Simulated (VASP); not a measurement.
A run of VASP 6.6.1:

Contents of INCAR:

```
SYSTEM = Al
ALGO = Normal
EDIFF = 1E-7
ENCUT = 520
GGA = PS
ISIF = 2
ISMEAR = 0
LASPH = .TRUE.
LCHARG = .TRUE.
LELF = .TRUE.
LREAL = .FALSE.
LVHAR = .TRUE.
LWAVE = .FALSE.
NBANDS = 30
NELM = 100
PREC = Accurate
SIGMA = 0.1
```

File KPOINTS:

```
k-points
0
G
  3 3 3
  0 0 0
```

POSCAR

```
Al
1.0
    3.2899836489      1.8994729454      5.6107452276
   -3.2899836489      1.8994729454      5.6107452276
    0.0000000000     -3.7989458906      5.6107452276
Al
12
Direct
    0.0101900000      0.6536100000      0.0101900000
    0.0101900000      0.0101900000      0.6536100000
    0.6536100000      0.0101900000      0.0101900000
    0.9898100000      0.3463900000      0.9898100000
    0.3463900000      0.9898100000      0.9898100000
    0.9898100000      0.9898100000      0.3463900000
    0.2211800000      0.6306000000      0.2211800000
    0.2211800000      0.2211800000      0.6306000000
    0.6306000000      0.2211800000      0.2211800000
    0.7788200000      0.3694000000      0.7788200000
    0.3694000000      0.7788200000      0.7788200000
    0.7788200000      0.7788200000      0.3694000000
```

Potentials or basis: VASP PAW PBE potentials, release 64 (Al).

Command:

```console
$ cat potpaw_PBE.64/Al/POTCAR > POTCAR
$ mpirun -np 1 vasp_std > vasp.out
```

Hardware: 1 thread of Intel(R) Xeon(R) 6975P-C (Granite Rapids), with other jobs on the host.

**Question.** Estimate the wall time of this run.

**Answer.** Wall time 33 s on 1 thread of Intel(R) Xeon(R) 6975P-C (Granite Rapids), on a shared host, peak memory 0.33 GiB. Counts: scf iterations 16, k points 6.
